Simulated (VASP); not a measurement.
HgTe, 2 atoms in the cell. The structure is tetragonal, space group I-4m2 (No. 119). Conventional cell: a = 4.513 Å, b = 4.513 Å, c = 6.447 Å, α = 90.00°, β = 90.00°, γ = 90.00°. Hg (site symmetry -4m2) has 4 Te at 2.77 Å within 3.7 Å. Te (site symmetry -4m2) has 4 Hg at 2.77 Å within 3.7 Å.  This cell differs from its parent crystal: equal xx and yy strain of -1 %.

* Program: VASP 6.6.1
* Task: electric field gradients
* Functional: LDA
* Potentials or basis: VASP PAW LDA potentials, release 64 (Hg, Te)
* Cutoff: 520 eV
* k mesh: 11 × 11 × 11
* Occupations: fermi-dirac, width 0.03 eV
* Spin: no spin polarisation
* Dipole correction: no
* Further INCAR settings: ALGO = Normal; EDIFF = 1e-08; NBANDS = 16

Potentials or basis: VASP PAW LDA potentials, release 64 (Hg, Te).

Launch:

```console
$ cat potpaw_LDA.64/Hg/POTCAR potpaw_LDA.64/Te/POTCAR > POTCAR
$ mpirun -np 1 vasp_std > vasp.out
```

Hardware: 1 thread of Intel(R) Xeon(R) 6975P-C (Granite Rapids), with other jobs on the host.

Task: How long does it take, and how much memory?

Result: Run time: 53 s on 1 thread of Intel(R) Xeon(R) 6975P-C (Granite Rapids), with other jobs on the host, peak memory 0.27 GiB. Counts: scf iterations 15, k points 126.
